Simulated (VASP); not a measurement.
Set up this calculation in VASP 6.6.1, as the native input.

```
Task                    : density of states
Functional              : PBEsol
Potentials or basis     : VASP PAW PBE potentials, release 64 (In_d)
Cutoff                  : 520 eV
k mesh                  : 16 × 16 × 16
Occupations             : fermi-dirac, width 0.1 eV
Spin                    : no spin polarisation
Dipole correction       : no
k mesh for the DOS      : 24 × 24 × 24
Occupations for the DOS : tetrahedron
Further INCAR settings  : ALGO = Normal; EDIFF = 1e-07
```

Crystal: In.

```
In
1.0
    -1.86240    1.86240    1.86240
     1.86240   -1.86240    1.86240
     1.86240    1.86240   -1.86240
In
1
Direct
  0.00000 0.00000 0.00000
```

One way to write it, as run:

POSCAR

```
In
1.0
   -1.8623988071      1.8623988071      1.8623988071
    1.8623988071     -1.8623988071      1.8623988071
    1.8623988071      1.8623988071     -1.8623988071
In
1
Direct
    0.0000000000      0.0000000000      0.0000000000
```

INCAR.step1

```
PREC = Accurate
ENCUT = 520
EDIFF = 1E-7
ISMEAR = -1
SIGMA = 0.1
LREAL = F
LASPH = T
NELM = 100
ALGO = Normal
ISIF = 2
LWAVE = F
LCHARG = T
GGA = PS
NBANDS = 12
```

KPOINTS.step1

```
Automatic mesh
0
Gamma
  16 16 16
```

INCAR.step2

```
PREC = Accurate
ENCUT = 520
EDIFF = 1E-7
ISMEAR = -5
SIGMA = 0.1
LREAL = F
LASPH = T
NELM = 100
ALGO = Normal
ISIF = 2
LWAVE = F
LCHARG = F
GGA = PS
LORBIT = 10
NEDOS = 1001
ICHARG = 11
```

KPOINTS.step2

```
Automatic mesh
0
Gamma
  24 24 24
```

Potentials or basis: VASP PAW PBE potentials, release 64 (In_d).

Launch:

```console
$ cat potpaw_PBE.64/In_d/POTCAR > POTCAR
$ cp INCAR.step1 INCAR
$ cp KPOINTS.step1 KPOINTS
$ mpirun -np 1 vasp_std > vasp.out
$ cp INCAR.step2 INCAR
$ cp KPOINTS.step2 KPOINTS
$ mpirun -np 1 vasp_std > vasp.out
```

It gave:

```
Valence electrons inside the program's atomic spheres : In 11.35
```

Caveat: spin-orbit coupling is left out, which moves the levels of the heavy elements.

Run time: 28 s on 1 thread of Intel(R) Xeon(R) 6975P-C (Granite Rapids), with other jobs on the host, peak memory 0.24 GiB.
